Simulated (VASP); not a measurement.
# Mg (Im-3m) in VASP: further runs, part 2 of 2

VASP 6.6.1. The steps go on from the part before.

### Step 4. Single point, LDA

This run uses another cell than the first one, of 16.40 Å³/atom, 1.267 times its volume.

The input, INCAR:

```
SYSTEM = Mg
ALGO     = Normal         ! electronic algorithm
EDIFF    = 1E-6           ! SCF threshold, eV
ENCUT    = 520            ! plane-wave cutoff, eV
ISIF     = 2              ! what is computed and relaxed
ISMEAR   = 1              ! smearing method
LASPH    = .True.         ! aspherical terms in the spheres
LCHARG   = .False.        ! write CHGCAR
LREAL    = .False.        ! projectors in reciprocal space
LWAVE    = .False.        ! write WAVECAR
NBANDS   = 7              ! bands
NELM     = 100            ! most SCF steps
PREC     = Accurate       ! precision mode
SIGMA    = 0.001          ! smearing width, eV
```

The input, KPOINTS:

```
k-points
0
Gamma
  15 15 15
  0 0 0
```

The input, POSCAR:

```
Mg
1.0
   -1.6005590804      1.6005590804      1.6005590804
    1.6005590804     -1.6005590804      1.6005590804
    1.6005590804      1.6005590804     -1.6005590804
Mg
1
Direct
    0.0000000000      0.0000000000      0.0000000000
```

Potentials or basis: VASP PAW LDA potentials, release 64 (Mg).

Launch:

```console
> cat potpaw_LDA.64/Mg/POTCAR > POTCAR
> mpirun -np 1 vasp_std > vasp.out
```

OUTCAR:

```text
SYSTEM = Mg
   EDIFF = 1E-6
   ENCUT = 520
   ISIF = 2
   ISMEAR = 1
   LASPH = .True.
   LREAL = .False.
   NELM = 100
   PREC = Accurate

 ion  position               nearest neighbor table
   1  0.000  0.000  0.000-

  LATTYP: Found a body centered cubic cell.
 ALAT       =     3.2011181608

  Lattice vectors:

 A1 = (  -1.6005590804,   1.6005590804,   1.6005590804)
 A2 = (   1.6005590804,  -1.6005590804,   1.6005590804)
 A3 = (   1.6005590804,   1.6005590804,  -1.6005590804)

Analysis of symmetry for initial positions (statically):
=====================================================================
 Subroutine PRICEL returns:
 Original cell was already a primitive cell.

 Routine SETGRP: Setting up the symmetry group for a
 body centered cubic supercell.

 Subroutine GETGRP returns: Found 48 space group operations
[... 9 lines left out ...]

 Routine SETGRP: Setting up the symmetry group for a
 body centered cubic supercell.

 Subroutine GETGRP returns: Found 48 space group operations
[... 11 lines left out ...]
                                     Primitive cell

  volume of cell :      16.4012

  direct lattice vectors                    reciprocal lattice vectors
    -1.600559080  1.600559080  1.600559080     0.000000000  0.312390843  0.312390843
     1.600559080 -1.600559080  1.600559080     0.312390843  0.000000000  0.312390843
     1.600559080  1.600559080 -1.600559080     0.312390843  0.312390843  0.000000000

  length of vectors
     2.772249648  2.772249648  2.772249648     0.441787367  0.441787367  0.441787367

  position of ions in fractional coordinates (direct lattice)
     0.000000000  0.000000000  0.000000000

  ion indices of the primitive-cell ions
   primitive index   ion index
                 1           1

----------------------------------------------------------------------------------------

 KPOINTS: k-points

Automatic generation of k-mesh.
 Grid dimensions read from file:
 generate k-points for:   15   15   15

 Generating k-lattice:

  Cartesian coordinates                     Fractional coordinates (reciprocal lattice)
     0.000000000  0.020826056  0.020826056     0.066666667  0.000000000  0.000000000
     0.020826056  0.000000000  0.020826056     0.000000000  0.066666667  0.000000000
     0.020826056  0.020826056  0.000000000     0.000000000  0.000000000  0.066666667

  Length of vectors
     0.029452491  0.029452491  0.029452491

  Shift w.r.t. Gamma in fractional coordinates (k-lattice)
     0.000000000  0.000000000  0.000000000

 Subroutine IBZKPT returns following result:
 ===========================================

 Found    120 irreducible k-points:

 Following reciprocal coordinates:
            Coordinates               Weight
  0.000000  0.000000  0.000000      1.000000
  0.066667  0.000000  0.000000     12.000000
  0.133333  0.000000  0.000000     12.000000
  0.200000  0.000000  0.000000     12.000000
  0.266667  0.000000  0.000000     12.000000
  0.333333  0.000000  0.000000     12.000000
[... 16 lines left out ...]
  0.333333  0.200000 -0.000000     48.000000
  0.400000  0.200000  0.000000     24.000000
 [... further k-points ...]
   k-points           NKPTS =    120   k-points in BZ     NKDIM =    120   number of bands    NBANDS=      7
   number of dos      NEDOS =    301   number of ions     NIONS =      1
   total plane-waves  NPLWV =  13824
   dimension x,y,z NGX =    24 NGY =   24 NGZ =   24
   dimension x,y,z NGXF=    48 NGYF=   48 NGZF=   48
   ions per type =               1
   NGX,Y,Z   is equivalent  to a cutoff of  14.39, 14.39, 14.39 a.u.
   NGXF,Y,Z  is equivalent  to a cutoff of  28.78, 28.78, 28.78 a.u.
 SYSTEM =  Mg
   PREC   = accura    normal or accurate (medium, high low for compatibility)
   ISTART =      0    job   : 0-new  1-cont  2-samecut
   ICHARG =      2    charge: 1-file 2-atom 10-const
   ISPIN  =      1    spin polarized calculation?
   LNONCOLLINEAR =      F non collinear calculations
   LSORBIT =      F    spin-orbit coupling
   LASPH  =      T    aspherical Exc in radial PAW
   ENCUT  =  520.0 eV  38.22 Ry    6.18 a.u.   5.15  5.15  5.15*2*pi/ulx,y,z
   NELM   =    100;   NELMIN=  2; NELMDL= -5     # of ELM steps
   EDIFF  = 0.1E-05   stopping-criterion for ELM
   LREAL  =      F    real-space projection
   EDIFFG = 0.1E-04   stopping-criterion for IOM
   NSW    =      0    number of steps for IOM
   IBRION =     -1    ionic relax: 0-MD 1-quasi-New 2-CG
   NFREE  =      0    steps in history (QN), initial steepest desc. (CG)
   ISIF   =      2    stress and relaxation
   ISYM   =      2    0-nonsym 1-usesym 2-fastsym
   POTIM  = 0.5000    time-step for ionic-motion
   TEBEG  =    0.0;   TEEND  =   0.0 temperature during run
   PSTRESS=    0.0 pullay stress
   NELECT =       2.0000    total number of electrons
   NUPDOWN=      -1.0000    fix difference up-down
   EMIN   =  10.00;   EMAX   =-10.00  energy-range for DOS
   EFERMI =   0.00;   METHOD = LEGACY
   ISMEAR =     1;   SIGMA  =   0.00  broadening in eV -4-tet -1-fermi 0-gaus
   EFERMI_NEDOS =   21; number of points for ismear=-14 and -15
   IALGO  =     38    algorithm
   IMIX   =      4    mixing-type and parameters
     AMIX     =   0.40;   BMIX     =  1.00
     AMIX_MAG =   1.60;   BMIX_MAG =  1.00
  volume/ion in A,a.u.               =      16.40       110.68
  Fermi-wavevector in a.u.,A,eV,Ry     =   0.811820  1.534118  8.966945  0.659052
  Thomas-Fermi vector in A             =   1.921250
   LORBIT       =      0    0 simple, 1 ext, 2 COOP (PROOUT), +10 PAW based schemes
   GGA     = CA    functional components
   LHFCALC =     F    Hartree Fock is set to
   AEXX    =    0.0000 exact exchange contribution
   IVDW    =     0    specifies the selected vdW correction
   LEPSILON=     F    determine dielectric tensor
   LRPA    =     F    only Hartree local field effects (RPA)
 non-spin polarized calculation
 Methfessel and Paxton  Order N= 1 SIGMA  =   0.00
  energy-cutoff  :      520.00
  volume of cell :       16.40
 maximum number of plane-waves:       458
 NGX is ok and might be reduce to    24
   NGX = 11   NGY = 11   NGZ = 11

 number of electron       2.0000000 magnetization

 Free energy of the ion-electron system (eV)
  ---------------------------------------------------
  ext. energy  EPLUGINS =         0.00000000
  ---------------------------------------------------
  free energy    TOTEN  =        -1.55653855 eV

  energy without entropy =       -1.55653650  energy(sigma->0) =       -1.55653786

 E-fermi :   4.4868     XC(G=0):  -9.8368

 val. band max:        4.4429989243   @ k =  -0.4000  -0.4000   0.1333
 cond. band min:       4.4872790755   @ k =   0.4000   0.1333   0.0000
 fundamental gap:      0.0442801513
 Fermi energy:         4.4868424487

 k-point     1 :       0.0000    0.0000    0.0000
  band No.  band energies     occupation
      1      -4.0062      2.00000
      2      19.8293      0.00000
      3      19.8293      0.00000
      4      19.8293      0.00000
      5      22.3328      0.00000
      6      22.3328      0.00000
      7      24.0017      0.00000

 k-point     2 :       0.0667    0.0000    0.0000
  band No.  band energies     occupation
      1      -3.8752      2.00000
      2      18.5657      0.00000
      3      19.1840      0.00000
      4      19.5301      0.00000
      5      21.3899      0.00000
      6      21.4639      0.00000
      7      24.3874      0.00000

 k-point     3 :       0.1333    0.0000    0.0000
  band No.  band energies     occupation
      1      -3.4837      2.00000
      2      15.9301      0.00000
      3      17.9970      0.00000
      4      18.8867      0.00000
      5      20.2655      0.00000
      6      21.0361      0.00000
      7      24.4126      0.00000
[... 191 lines left out ...]
 k-point    23 :       0.3333    0.2000   -0.0000
  band No.  band energies     occupation
      1       2.0928      2.00000
      2       5.7606      0.00000
      3       9.5772      0.00000
      4      15.3094      0.00000
      5      20.0310      0.00000
      6      23.5067      0.00000
      7      25.1087      0.00000

 k-point    24 :       0.4000    0.2000    0.0000
  band No.  band energies     occupation
      1       3.3051      2.00000
      2       4.3688      2.00000
      3       9.4368      0.00000
      4      15.2011      0.00000
      5      19.9697      0.00000
      6      24.3493      0.00000
      7      24.4706      0.00000

 [... further k-points ...]
[... 5 lines left out ...]
  --------------------------------------------------------------------------------------
  -------------------------------------------------------------------------------------
  Total        1.8555417      1.8555417      1.8555417      0.0000000     -0.0000000      0.0000000
  in kB      181.2617595    181.2617595    181.2617595      0.0000000     -0.0000000      0.0000000
  external PRESSURE =     181.2617595 kB  Pullay stress =       0.0000000 kB

 VOLUME and BASIS-vectors are now :
 -----------------------------------------------------------------------------
  energy-cutoff  :      520.00
  volume of cell :       16.40
      direct lattice vectors                 reciprocal lattice vectors
    -1.600559080  1.600559080  1.600559080     0.000000000  0.312390843  0.312390843
     1.600559080 -1.600559080  1.600559080     0.312390843  0.000000000  0.312390843
     1.600559080  1.600559080 -1.600559080     0.312390843  0.312390843  0.000000000

 POSITION                                       TOTAL-FORCE (eV/Angst)
 -----------------------------------------------------------------------------------
      0.00000      0.00000      0.00000         0.000000      0.000000      0.000000
 -----------------------------------------------------------------------------------
    total drift:                                0.000000     -0.000000     -0.000000

  FREE ENERGIE OF THE ION-ELECTRON SYSTEM (eV)
  ---------------------------------------------------
  free  energy   TOTEN  =        -1.5565385485 eV

  energy  without entropy=       -1.5565364971  energy(sigma->0) =       -1.55653786
```

Run time: 3.7 s. Hardware: 1 thread of Intel Xeon 6975P-C (Granite Rapids), shared host; peak memory 0.13 GiB.

Results:

```
Free energy            : -1.5565 eV
Pressure               : 18.1 GPa
Band gap on the k mesh : zero (band 1 reaches 7.54 eV, above the bottom of band 2 at 3.69 eV)
```

Levels at points of the mesh, in eV from the Fermi level:
| k point | band 1 | band 2 | band 3 | band 4 | band 5 | band 6 |
| --- | --- | --- | --- | --- | --- | --- |
| (0.00, 0.00, 0.00) | -8.49 | 15.34 | 15.34 | 15.34 | 17.85 | 17.85 |

### Step 5. Single point, LDA (volume scaled by 0.84)

The input, INCAR:

```
SYSTEM = Mg
PREC = Accurate
ENCUT = 520
EDIFF = 1E-7
ISMEAR = -1
SIGMA = 0.08
LREAL = .FALSE.
LASPH = .TRUE.
NELM = 100
ALGO = Normal
ISIF = 2
LWAVE = .FALSE.
LCHARG = .FALSE.
NBANDS = 7
```

The input, KPOINTS:

```
Automatic mesh
0
G
  15 15 15
  0 0 0
```

The input, POSCAR:

```
Mg
1.0
   -1.6548562488      1.6548562488      1.6548562488
    1.6548562488     -1.6548562488      1.6548562488
    1.6548562488      1.6548562488     -1.6548562488
Mg
1
Direct
    0.0000000000      0.0000000000      0.0000000000
```

Launch:

```console
> cat potpaw_LDA.64/Mg/POTCAR > POTCAR
> mpirun -np 1 vasp_std > vasp.out
```

Run time: 3.9 s. Hardware: 1 thread of Intel Xeon 6975P-C (Granite Rapids), shared host; peak memory 0.13 GiB.

The run converged. Its results:

| Quantity | Value |
| --- | --- |
| Free energy | -1.7044 eV |
| Pressure | 9.3 GPa |
| Band gap on the k mesh | zero (band 1 reaches 6.80 eV, above the bottom of band 2 at 3.02 eV) |

Levels at points of the mesh, in eV from the Fermi level:
| k point | band 1 | band 2 | band 3 | band 4 |
| --- | --- | --- | --- | --- |
| (0.00, 0.00, 0.00) | -8.00 | 14.59 | 14.59 | 14.59 |

Caveat: the cell differs from its parent crystal (volume scaled by 0.84).

### Step 6. Overview

| cell | smearing | gap on the mesh (eV) | pressure (GPa) |
| --- | --- | --- | --- |
| a = 2.562 Å, angles 109.5°, 1 atom | fermi-dirac 0.08 eV | none | 54.7 |
| a = 2.772 Å, angles 109.5°, 1 atom | fermi-dirac 0.08 eV | none | 18.2 |
| a = 2.772 Å, angles 109.5°, 1 atom | methfessel-paxton 0.001 eV | none | 18.1 |
| a = 2.866 Å, angles 109.5°, 1 atom | fermi-dirac 0.08 eV | none | 9.3 |

Alike in all rows: task single point; level LDA; potentials or basis VASP PAW LDA potentials, release 64 (Mg); no spin polarisation; k mesh 15 × 15 × 15; cutoff (eV) 520.

Absolute energies hang on the potentials; compare differences alone.
